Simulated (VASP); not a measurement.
# BaTiO3 (P1) in VASP: a series of runs

The runs below take BaTiO3 through single point, with LDA+U, PBE.

All numbers are computed with VASP 6.6.1; they aren't measurements. Logs are shortened: lines on timing, memory, paths and dates and some standing lists are left out, and cuts for length are marked.

**1. The cell of the first run**

The typed cell holds 10 atoms: a = 3.803 Å, b = 4.131 Å, c = 7.975 Å, α = 89.10°, β = 88.33°, γ = 89.36°.

**2. Single point, LDA+U**

Input file INCAR:

```
ALGO = Normal
EDIFF = 1E-6
ENCUT = 600
GGA = CA
GGA_COMPAT = False
ISIF = 2
ISMEAR = -1
KPAR = 4
LASPH = True
LCHARG = False
LDAU = True
LDAUJ = 0 0 0
LDAUL = -1 2 -1
LDAUPRINT = 1
LDAUTYPE = 2
LDAUU = 0 5 0
LMAXMIX = 4
LREAL = False
LWAVE = False
NBANDS = 51
NELM = 200
PREC = Accurate
SIGMA = 0.05
```

Input file KPOINTS:

```
k-points
0
Gamma
  7 7 4
```

Input file POSCAR:

```
BaTiO3
1.0
   -3.8026815600     -0.0565824300     -0.0218151200
   -0.0219143800     -0.0316798600     -4.1303348800
   -0.1131648500     -7.9735119900     -0.0630727200
Ba Ti O
2 2 6
Direct
    0.0448632200      0.9091655200      0.4951147700
    0.0081490700      0.9218096000      0.0244139700
    0.4571922900      0.5205716900      0.2053866900
    0.5023170900      0.4706432600      0.7622527500
    0.4814408900      0.0399323300      0.2403903200
    0.4562898900      0.0729788900      0.6935651600
    0.5380255000      0.5405856500      0.4498035800
    0.5290554000      0.5579957200      0.0305001400
    0.9820232500      0.4573982800      0.2603804500
    0.0006434100      0.5089190600      0.8381921600
```

Potentials or basis: VASP PAW LDA potentials, release 64 (Ba_sv, Ti_sv, O).

Command:

```
cat potpaw_LDA.64/Ba_sv/POTCAR potpaw_LDA.64/Ti_sv/POTCAR potpaw_LDA.64/O/POTCAR > POTCAR
mpirun -np 4 vasp_std > vasp.out
```

OUTCAR:

```text
EDIFF = 1E-6
   ENCUT = 600
   GGA = CA
   ISIF = 2
   ISMEAR = -1
   LASPH = True
   LREAL = False
   NELM = 200
   PREC = Accurate

 ion  position               nearest neighbor table
   1  0.045  0.909  0.495-   6 2.37   7 2.42   7 2.51   5 2.64   9 2.68   6 2.79   9 2.93   5 3.03
                            10 3.18   3 3.20   7 3.24   7 3.25   4 3.30   4 3.43   4 3.66   3 3.66
   2  0.008  0.922  0.024-  10 2.28   8 2.37   8 2.47   5 2.58   5 2.65   9 2.67   3 2.78  10 2.82
                             9 2.93   3 3.01   6 3.16   8 3.18   8 3.31   4 3.35   3 3.39   4 3.46
   3  0.457  0.521  0.205-   8 1.42   9 1.87   7 1.99   5 2.00   9 2.07   5 2.17   2 2.78   2 3.01
                             1 3.20   2 3.39   2 3.52   1 3.66   1 3.72
   4  0.502  0.471  0.762-   6 1.75  10 1.99  10 2.01   8 2.18   1 3.30   2 3.35   1 3.43   2 3.46
                             2 3.57   2 3.63   1 3.66   1 3.74
   5  0.481  0.040  0.240-   3 2.00   3 2.17   2 2.58   1 2.64   2 2.65   1 3.03
   6  0.456  0.073  0.694-   4 1.75   1 2.37   1 2.79   2 3.16
   7  0.538  0.541  0.450-   3 1.99   1 2.42   1 2.51   1 3.24   1 3.25
   8  0.529  0.558  0.031-   3 1.42   4 2.18   2 2.37   2 2.47   2 3.18   2 3.31
   9  0.982  0.457  0.260-   3 1.87   3 2.07   2 2.67   1 2.68   2 2.93   1 2.93
  10  0.001  0.509  0.838-   4 1.99   4 2.01   2 2.28   2 2.82   1 3.18

  LATTYP: Found a triclinic cell.
 ALAT       =     3.8031650658
 B/A-ratio  =     1.4681024078
 C/A-ratio  =     2.0968231186
 COS(alpha) =     0.0082486583
 COS(beta)  =     0.0291100464
 COS(gamma) =     0.6728993595

  Lattice vectors:

 A1 = (   3.8026815600,   0.0565824300,   0.0218151200)
 A2 = (   3.7807671800,   0.0249025700,  -4.1085197600)
 A3 = (   0.1131648500,   7.9735119900,   0.0630727200)

Analysis of symmetry for initial positions (statically):
=====================================================================
 Subroutine PRICEL returns:
 Original cell was already a primitive cell.

 Routine SETGRP: Setting up the symmetry group for a
 triclinic supercell.

 Subroutine GETGRP returns: Found  1 space group operations
 (whereof  1 operations were pure point group operations)
 out of a pool of  2 trial point group operations.

The static configuration has the point symmetry C_1 .

Analysis of symmetry for dynamics (positions and initial velocities):
=====================================================================
 Subroutine PRICEL returns:
 Original cell was already a primitive cell.

 Routine SETGRP: Setting up the symmetry group for a
 triclinic supercell.

 Subroutine GETGRP returns: Found  1 space group operations
 (whereof  1 operations were pure point group operations)
 out of a pool of  2 trial point group operations.

The dynamic configuration has the point symmetry C_1 .

 Subroutine INISYM returns: Found  1 space group operations
 (whereof  1 operations are pure point group operations),
 and found     1 'primitive' translations

----------------------------------------------------------------------------------------

                                     Primitive cell

  volume of cell :     125.1971

  direct lattice vectors                    reciprocal lattice vectors
    -3.802681560 -0.056582430 -0.021815120    -0.263035552  0.003722344  0.001367041
    -0.021914380 -0.031679860 -4.130334880     0.001360849  0.001896025 -0.242132882
    -0.113164850 -7.973511990 -0.063072720     0.001861172 -0.125449198  0.000952326

  length of vectors
[... 137 lines left out ...]
   NGX = 15   NGY = 17   NGZ = 31

atom =   3  type =  2  l = 2

 onsite density matrix

spin component  1

  0.2267  0.0140  0.0529 -0.0185  0.0457
  0.0140  0.1841  0.0128 -0.0200  0.0383
  0.0529  0.0128  0.2734 -0.0116  0.1086
 -0.0185 -0.0200 -0.0116  0.0953  0.0087
  0.0457  0.0383  0.1086  0.0087  0.4286

spin component  2

  0.2267  0.0140  0.0529 -0.0185  0.0457
  0.0140  0.1841  0.0128 -0.0200  0.0383
  0.0529  0.0128  0.2734 -0.0116  0.1086
 -0.0185 -0.0200 -0.0116  0.0953  0.0087
  0.0457  0.0383  0.1086  0.0087  0.4286

 occupancies and eigenvectors

  o =  0.0873  v = -0.1106 -0.2084 -0.0631 -0.9662  0.0830  0.0000  0.0000  0.0000  0.0000  0.0000      0.0000  0.0000  0.0000  0.0000  0.0000  0.0000  0.0000  0.0000  0.0000  0.0000
  o =  0.0873  v =  0.0000  0.0000  0.0000  0.0000  0.0000 -0.1106 -0.2084 -0.0631 -0.9662  0.0830      0.0000  0.0000  0.0000  0.0000  0.0000  0.0000  0.0000  0.0000  0.0000  0.0000
  o =  0.1768  v = -0.4639  0.7935  0.3207 -0.1535 -0.1695  0.0000  0.0000  0.0000  0.0000  0.0000      0.0000  0.0000  0.0000  0.0000  0.0000  0.0000  0.0000  0.0000  0.0000  0.0000
  o =  0.1768  v =  0.0000  0.0000  0.0000  0.0000  0.0000 -0.4639  0.7935  0.3207 -0.1535 -0.1695      0.0000  0.0000  0.0000  0.0000  0.0000  0.0000  0.0000  0.0000  0.0000  0.0000
  o =  0.1949  v =  0.5514  0.5566 -0.6003 -0.1367  0.0849  0.0000  0.0000  0.0000  0.0000  0.0000      0.0000  0.0000  0.0000  0.0000  0.0000  0.0000  0.0000  0.0000  0.0000  0.0000
  o =  0.1949  v =  0.0000  0.0000  0.0000  0.0000  0.0000  0.5514  0.5566 -0.6003 -0.1367  0.0849      0.0000  0.0000  0.0000  0.0000  0.0000  0.0000  0.0000  0.0000  0.0000  0.0000
  o =  0.2435  v =  0.0000  0.0000  0.0000  0.0000  0.0000 -0.6436 -0.0121 -0.5687  0.1554  0.4879      0.0000  0.0000  0.0000  0.0000  0.0000  0.0000  0.0000  0.0000  0.0000  0.0000
  o =  0.2435  v = -0.6436 -0.0121 -0.5687  0.1554  0.4879  0.0000  0.0000  0.0000  0.0000  0.0000      0.0000  0.0000  0.0000  0.0000  0.0000  0.0000  0.0000  0.0000  0.0000  0.0000
  o =  0.5055  v = -0.2332 -0.1303 -0.4576  0.0118 -0.8480  0.0000  0.0000  0.0000  0.0000  0.0000      0.0000  0.0000  0.0000  0.0000  0.0000  0.0000  0.0000  0.0000  0.0000  0.0000
  o =  0.5055  v =  0.0000  0.0000  0.0000  0.0000  0.0000 -0.2332 -0.1303 -0.4576  0.0118 -0.8480      0.0000  0.0000  0.0000  0.0000  0.0000  0.0000  0.0000  0.0000  0.0000  0.0000

atom =   4  type =  2  l = 2

 onsite density matrix

spin component  1

  0.1188 -0.0036 -0.0002  0.0230 -0.0102
 -0.0036  0.1673  0.0626  0.0141  0.0041
 -0.0002  0.0626  0.2526  0.0192 -0.0229
  0.0230  0.0141  0.0192  0.1318  0.0008
 -0.0102  0.0041 -0.0229  0.0008  0.1855

spin component  2

  0.1188 -0.0036 -0.0002  0.0230 -0.0102
 -0.0036  0.1673  0.0626  0.0141  0.0041
 -0.0002  0.0626  0.2526  0.0192 -0.0229
  0.0230  0.0141  0.0192  0.1318  0.0008
 -0.0102  0.0041 -0.0229  0.0008  0.1855

 occupancies and eigenvectors

  o =  0.0986  v =  0.7718  0.1202  0.0439 -0.6144  0.1024  0.0000  0.0000  0.0000  0.0000  0.0000      0.0000  0.0000  0.0000  0.0000  0.0000  0.0000  0.0000  0.0000  0.0000  0.0000
  o =  0.0986  v =  0.0000  0.0000  0.0000  0.0000  0.0000  0.7718  0.1202  0.0439 -0.6144  0.1024      0.0000  0.0000  0.0000  0.0000  0.0000  0.0000  0.0000  0.0000  0.0000  0.0000
  o =  0.1302  v =  0.1026 -0.8315  0.4697  0.0456  0.2747  0.0000  0.0000  0.0000  0.0000  0.0000      0.0000  0.0000  0.0000  0.0000  0.0000  0.0000  0.0000  0.0000  0.0000  0.0000
  o =  0.1302  v =  0.0000  0.0000  0.0000  0.0000  0.0000  0.1026 -0.8315  0.4697  0.0456  0.2747      0.0000  0.0000  0.0000  0.0000  0.0000  0.0000  0.0000  0.0000  0.0000  0.0000
  o =  0.1469  v =  0.6111  0.0450 -0.1563  0.7732  0.0470  0.0000  0.0000  0.0000  0.0000  0.0000      0.0000  0.0000  0.0000  0.0000  0.0000  0.0000  0.0000  0.0000  0.0000  0.0000
  o =  0.1469  v =  0.0000  0.0000  0.0000  0.0000  0.0000  0.6111  0.0450 -0.1563  0.7732  0.0470      0.0000  0.0000  0.0000  0.0000  0.0000  0.0000  0.0000  0.0000  0.0000  0.0000
  o =  0.1879  v =  0.1412 -0.3076 -0.0219 -0.0410 -0.9398  0.0000  0.0000  0.0000  0.0000  0.0000      0.0000  0.0000  0.0000  0.0000  0.0000  0.0000  0.0000  0.0000  0.0000  0.0000
  o =  0.1879  v =  0.0000  0.0000  0.0000  0.0000  0.0000  0.1412 -0.3076 -0.0219 -0.0410 -0.9398      0.0000  0.0000  0.0000  0.0000  0.0000  0.0000  0.0000  0.0000  0.0000  0.0000
  o =  0.2924  v =  0.0000  0.0000  0.0000  0.0000  0.0000 -0.0190 -0.4445 -0.8675 -0.1447  0.1691      0.0000  0.0000  0.0000  0.0000  0.0000  0.0000  0.0000  0.0000  0.0000  0.0000
  o =  0.2924  v = -0.0190 -0.4445 -0.8675 -0.1447  0.1691  0.0000  0.0000  0.0000  0.0000  0.0000      0.0000  0.0000  0.0000  0.0000  0.0000  0.0000  0.0000  0.0000  0.0000  0.0000

 number of electron      80.0000004 magnetization

 Free energy of the ion-electron system (eV)
  ---------------------------------------------------
  ext. energy  EPLUGINS =         0.00000000
  ---------------------------------------------------
  free energy    TOTEN  =       -70.03315108 eV

  energy without entropy =      -70.03305069  energy(sigma->0) =      -70.03310089

 E-fermi :   5.4412     XC(G=0): -11.7461

 val. band max:        5.0945317772   @ k =   0.4286   0.4286   0.5000
 cond. band min:       5.7572738713   @ k =   0.0000   0.0000   0.5000
 fundamental gap:      0.6627420940
 Fermi energy:         5.4411562353

 k-point     1 :       0.0000    0.0000    0.0000
  band No.  band energies     occupation
      1     -54.0513      2.00000
      2     -51.5436      2.00000
      3     -30.7508      2.00000
      4     -30.6374      2.00000
      5     -30.5905      2.00000
      6     -29.7847      2.00000
[... 1285 lines left out ...]
     50      10.7800      0.00000
     51      11.0698      0.00000

 [... further k-points ...]
[... 5 lines left out ...]
  --------------------------------------------------------------------------------------
  -------------------------------------------------------------------------------------
  Total       21.4525453     45.8567495     13.2607655     -6.7946426     -0.3794976     -0.8104443
  in kB      274.5334669    586.8400347    169.7012580    -86.9527023     -4.8565240    -10.3714539
  external PRESSURE =     343.6915865 kB  Pullay stress =       0.0000000 kB

 VOLUME and BASIS-vectors are now :
 -----------------------------------------------------------------------------
  energy-cutoff  :      600.00
  volume of cell :      125.20
      direct lattice vectors                 reciprocal lattice vectors
    -3.802681560 -0.056582430 -0.021815120    -0.263035552  0.003722344  0.001367041
    -0.021914380 -0.031679860 -4.130334880     0.001360849  0.001896025 -0.242132882
    -0.113164850 -7.973511990 -0.063072720     0.001861172 -0.125449198  0.000952326

 POSITION                                       TOTAL-FORCE (eV/Angst)
 -----------------------------------------------------------------------------------
     -0.24655     -3.97914     -3.78736         2.126402      2.432176     -2.029208
     -0.05395     -0.22433     -3.80910         0.644940     -0.541273     -6.228981
     -1.77321     -1.68001     -2.17306         2.182310    -29.862723      5.093873
     -2.00673     -6.12116     -2.00295        -0.228514      1.782370     -0.549585
     -1.85885     -1.94526     -0.19060        -0.138200      1.507444      1.917917
     -1.81521     -5.55828     -0.35513        -1.652981     -3.042911      1.227806
     -2.10869     -3.63408     -2.27291         0.340771     -5.432745      0.710408
     -2.02751     -0.29081     -2.31817        -2.971024     27.167641     -0.960388
     -3.77381     -2.14620     -1.92705         0.083609      2.178463     -0.905345
     -0.10845     -6.69949     -2.15489        -0.387313      3.811559      1.723505
 -----------------------------------------------------------------------------------
    total drift:                                0.000057     -0.000081     -0.000422

  FREE ENERGIE OF THE ION-ELECTRON SYSTEM (eV)
  ---------------------------------------------------
  free  energy   TOTEN  =       -70.0331510794 eV

  energy  without entropy=      -70.0330506907  energy(sigma->0) =      -70.03310089
```

It took 2.2 min on 4 MPI ranks of Intel Xeon 6975P-C (Granite Rapids), shared host; peak memory 0.66 GiB.

What came out:

| Property | Result |
| --- | --- |
| Free energy | -70.0332 eV |
| Pressure | 34.4 GPa |
| Largest force | 30.373 eV/Å |
| Band gap on the k mesh | 0.66 eV (least direct gap 0.78 eV) |

Forces in eV/Å, atoms in the order of the input:
```
Ba    2.126   2.432  -2.029
Ba    0.645  -0.541  -6.229
Ti    2.182 -29.863   5.094
Ti   -0.229   1.782  -0.550
O    -0.138   1.507   1.918
O    -1.653  -3.043   1.228
O     0.341  -5.433   0.710
O    -2.971  27.168  -0.960
O     0.084   2.178  -0.905
O    -0.387   3.812   1.724
```

Stress tensor (GPa, compression positive):
```
27.45 -8.70 -1.04
-8.70 58.68 -0.49
-1.04 -0.49 16.97
```

Levels at points of the mesh, in eV from the valence-band top:
```
           k point  band 37  band 38  band 39  band 40  band 41  band 42  band 43  band 44
(0.00, 0.00, 0.00)    -1.45    -1.30    -0.66    -0.09     0.70     1.56     2.16     2.44
(0.00, 0.00, 0.50)    -1.45    -1.30    -0.63    -0.12     0.66     1.56     2.12     2.43
```

Eigenvalues of the final occupation matrices:
| site | spin | trace | eigenvalues |
| --- | --- | --- | --- |
| site 3 d | 1 | 1.21 | 0.09 0.18 0.19 0.24 0.51 |
| site 3 d | 2 | 1.21 | 0.09 0.18 0.19 0.24 0.51 |
| site 4 d | 1 | 0.86 | 0.10 0.13 0.15 0.19 0.29 |
| site 4 d | 2 | 0.86 | 0.10 0.13 0.15 0.19 0.29 |

Caveat: atoms lie so close that the PAW spheres overlap strongly, which falsifies energies and pressures; the stress differs along the axes, from 17 to 59 GPa; semilocal functionals underestimate gaps, and a narrow one can read as zero; spin-orbit coupling is left out, which moves the levels of the heavy elements; forces of over 1 eV/Å act on the atoms, so gaps and moduli don't describe the material at rest. A k mesh can miss the band edges.

**3. Single point, PBE**

Input file INCAR:

```
SYSTEM = BaTiO3
PREC = Accurate
ENCUT = 600
EDIFF = 1E-6
ISMEAR = -1
SIGMA = 0.05
LREAL = .False.
LASPH = .True.
NELM = 120
ALGO = Normal
ISIF = 2
LWAVE = .False.
LCHARG = .False.
GGA = PE
NBANDS = 51
GGA_COMPAT = .False.
```

Input file KPOINTS:

```
regular mesh
0
Gamma
  4 4 2
  0 0 0
```

POSCAR is that of step 2.

Potentials or basis: VASP PAW PBE potentials, release 64 (Ba_sv, Ti_sv, O).

Command:

```
cat potpaw_PBE.64/Ba_sv/POTCAR potpaw_PBE.64/Ti_sv/POTCAR potpaw_PBE.64/O/POTCAR > POTCAR
mpirun -np 1 vasp_std > vasp.out
```

Wall time 9.5 min (1 thread of Intel Xeon 8259CL, shared host); peak memory 0.33 GiB.

Results (log left out):

* Free energy: -69.0087 eV
* Pressure: 40.7 GPa
* Largest force: 29.039 eV/Å
* Band gap on the k mesh: 0.29 eV (least direct gap 0.46 eV)

Forces on the atoms (eV/Å):
```
Ba    2.210   2.247  -2.086
Ba    0.598  -0.421  -6.445
Ti    2.589 -28.466   5.123
Ti   -0.121   2.075   0.397
O    -0.218   1.390   1.720
O    -1.813  -3.408   0.252
O     0.278  -5.510   0.781
O    -2.742  26.002  -0.751
O    -0.340   2.121  -0.806
O    -0.441   3.969   1.815
```

Stress tensor (GPa, compression positive):
```
33.95 -8.00 -1.23
-8.00 64.99 -0.41
-1.23 -0.41 23.29
```

Levels at points of the mesh, in eV from the valence-band top:
| k point | band 37 | band 38 | band 39 | band 40 | band 41 | band 42 | band 43 | band 44 |
| --- | --- | --- | --- | --- | --- | --- | --- | --- |
| (0.00, 0.00, 0.00) | -1.39 | -1.32 | -0.62 | -0.14 | 0.33 | 1.38 | 1.99 | 2.17 |
| (0.50, 0.00, 0.00) | -1.25 | -1.00 | -0.55 | -0.34 | 0.92 | 1.29 | 1.82 | 2.00 |
| (0.00, 0.50, 0.00) | -1.52 | -1.39 | -0.48 | -0.45 | 0.77 | 1.00 | 1.96 | 2.16 |
| (0.50, 0.50, 0.00) | -1.40 | -0.37 | -0.25 | -0.04 | 0.92 | 1.05 | 1.86 | 2.08 |
| (0.00, 0.00, 0.50) | -1.41 | -1.31 | -0.60 | -0.17 | 0.29 | 1.39 | 1.98 | 2.12 |
| (0.50, 0.00, 0.50) | -1.23 | -1.11 | -0.63 | -0.30 | 0.81 | 1.20 | 1.76 | 2.05 |
| (0.00, 0.50, 0.50) | -1.62 | -1.45 | -0.47 | -0.41 | 0.76 | 0.90 | 1.97 | 2.22 |
| (0.50, 0.50, 0.50) | -1.66 | -0.36 | -0.33 | 0.00 | 0.79 | 0.94 | 1.92 | 2.10 |

Caveat: atoms lie so close that the PAW spheres overlap strongly, which falsifies energies and pressures; the stress differs along the axes, from 23 to 65 GPa; semilocal functionals underestimate gaps, and a narrow one can read as zero; spin-orbit coupling is left out, which moves the levels of the heavy elements; forces of over 1 eV/Å act on the atoms, so gaps and moduli don't describe the material at rest.
